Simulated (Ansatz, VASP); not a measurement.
## WC in VASP and in Ansatz

Contents of INCAR:

```
ALGO = Normal
EDIFF = 1E-6
ENCUT = 600
GGA = PS
GGA_COMPAT = F
ISIF = 2
ISMEAR = 0
LASPH = T
LCHARG = F
LREAL = F
LWAVE = F
NBANDS = 16
NELM = 120
PREC = Accurate
SIGMA = 0.1
```

KPOINTS

```
k-points
0
Gamma
  24 24 18
```

POSCAR

```
WC
1.0
    2.8760508622      0.0000000000      0.0000000000
   -1.4380254311      2.4907331092      0.0000000000
    0.0000000000      0.0000000000      2.9550059140
W C
1 1
Direct
   -0.0000000010      0.0000000010      0.0000000000
    0.6666666677      0.3333333323      0.5000000000
```

Input for Ansatz:

```yaml
crystal:
  lattice:
    - [2.8760508622, 0.0, 0.0]
    - [-1.4380254311, 2.4907331092, 0.0]
    - [0.0, 0.0, 2.955005914]
  atoms:
    - { symbol: W, position: [-1.0e-09, 1.0e-09, 0.0] }
    - { symbol: C, position: [0.6666666677, 0.3333333323, 0.5] }
basis:
  ecutwfc: 420
  xc_grid: 3
kpoints:
  mp_grid: { grid: [24, 24, 18] }
hamiltonian:
  xc: pbesol
scf:
  occupations: { method: gaussian, width: 0.1 }
output:
  forces: true
  eigenvalues: true
  stress: true
```

Alike in both runs: task single point; functional PBEsol; k mesh 24 × 24 × 18; occupations gaussian, width 0.1 eV; no spin polarisation.

|  | VASP | Ansatz |
| --- | --- | --- |
| version | VASP 6.6.1 | Ansatz 0.2.0 |
| potentials or method | VASP PAW PBE potentials, release 64 (W_sv, C), cutoff 600 eV | scalar-relativistic, plane waves, PAW |
| valence electrons in the cell | 18 | 18 |

Ansatz gave:

```
gap on the k mesh at the Fermi level (eV)                     : none
pressure (GPa)                                                : -12.3
traceless stress, the component that is largest in VASP (GPa) : -24.60
```

Question: What did VASP give for the same quantities?

Answer: gap on the k mesh at the Fermi level (eV): none; pressure (GPa): -11.3; traceless stress, the component that is largest in VASP (GPa): -24.48.

VASP's potentials were made for PBE, not for PBEsol. A gap of «none» marks a metal or a gap that the smearing closes.

Neither program's run includes spin-orbit coupling.
